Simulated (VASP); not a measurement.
Here is a VASP 6.6.1 calculation.

The input INCAR:

```
PREC     = Accurate       # precision mode
ENCUT    = 600            # plane-wave cutoff, eV
EDIFF    = 1E-6           # SCF threshold, eV
ISMEAR   = -1             # smearing method
SIGMA    = 0.03           # smearing width, eV
LREAL    = F              # projectors in reciprocal space
LASPH    = T              # aspherical terms in the spheres
NELM     = 100            # most SCF steps
ALGO     = Normal         # electronic algorithm
ISIF     = 3              # what is computed and relaxed
LWAVE    = F              # write WAVECAR
LCHARG   = F              # write CHGCAR
GGA      = PS             # functional
IBRION   = 2              # ionic algorithm
NSW      = 100            # ionic steps
EDIFFG   = -0.01          # ionic threshold
```

The input KPOINTS:

```
Automatic mesh
0
Gamma
  6 6 2
```

File POSCAR:

```
Ga2SbP3
1.0
    4.1466558600      0.0000000000      0.0000000000
   -2.0733279300      3.5911093100      0.0000000000
    0.0000000000      0.0000000000     10.2557857500
Ga Sb P
2 1 3
Direct
    0.3333333300      0.6666666700      0.6790233900
    0.6666666700      0.3333333300      0.3209766100
    0.0000000000      0.0000000000      0.0000000000
    0.3333333300      0.6666666700      0.1429916000
    0.6666666700      0.3333333300      0.8570084000
    0.0000000000      0.0000000000      0.5000000000
```

Potentials or basis: VASP PAW PBE potentials, release 64 (Ga_d, Sb, P).

Command:

```bash
$ cat potpaw_PBE.64/Ga_d/POTCAR potpaw_PBE.64/Sb/POTCAR potpaw_PBE.64/P/POTCAR > POTCAR
$ mpirun -np 1 vasp_std > vasp.out
```

Problem. Predict the space group after relaxing (to 0.1 Å).

Solution. P-3m1 (No. 164).

Problem. Estimate the relaxed cell.

Solution. a = 3.721 Å, b = 3.721 Å, c = 9.041 Å, α = 90.00°, β = 90.00°, γ = 120.00°.

Problem. What does it give for the relaxed volume?

Solution. 18.07 Å³/atom.

Final structure:
```
CELL_PARAMETERS angstrom
3.72119 0.00000 0.00000
-1.86059 3.22264 0.00000
0.00000 0.00000 9.04061
ATOMIC_POSITIONS crystal
Ga 0.33333 0.66667 0.65464
Ga 0.66667 0.33333 0.34536
Sb 0.00000 0.00000 0.00000
P 0.33333 0.66667 0.18315
P 0.66667 0.33333 0.81685
P 0.00000 0.00000 0.50000
```

Caveat: the volume moved by over 15 % at a fixed basis, so the end points are rough; the PAW data sets were made with another functional, which shifts forces and pressure a little.
